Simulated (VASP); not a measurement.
W:

```
W
1.0
    -1.58234    1.58234    1.58234
     1.58234   -1.58234    1.58234
     1.58234    1.58234   -1.58234
W
1
Cartesian
  0.0000 0.0000 0.0000
```

| Quantity | Value |
| --- | --- |
| Program | VASP 6.6.1 |
| Task | relaxation of cell and atoms |
| Functional | PBE |
| Potentials or basis | VASP PAW PBE potentials, release 64 (W_sv) |
| Cutoff | 600 eV |
| k mesh | 11 × 11 × 11 |
| Occupations | fermi-dirac, width 0.05 eV |
| Spin | no spin polarisation |

At the start: pressure 6.6 GPa; volume 15.85 Å³/atom.

Question: How do energy, volume and symmetry change on relaxing?

Answer: Over 3 steps the energy falls by 6.7 meV/atom and the volume is 16.19 Å³/atom (+2.2 %); space group Im-3m (No. 229, to 0.1 Å) before and after.

Step by step:
```tsv
step	energy change (eV)	largest force (eV/Å)	pressure (GPa)	volume (Å³)
1	0.0000	0.0000	6.56	15.85
2	0.0678	0.0000	-18.73	17.38
3	-0.0067	0.0000	-0.18	16.19
```

Final structure:
```yaml
crystal:
  lattice:
    - [-1.59372, 1.59372, 1.59372]
    - [1.59372, -1.59372, 1.59372]
    - [1.59372, 1.59372, -1.59372]
  atoms:
    - { symbol: W, position: [0.00000, 0.00000, 0.00000] }
```
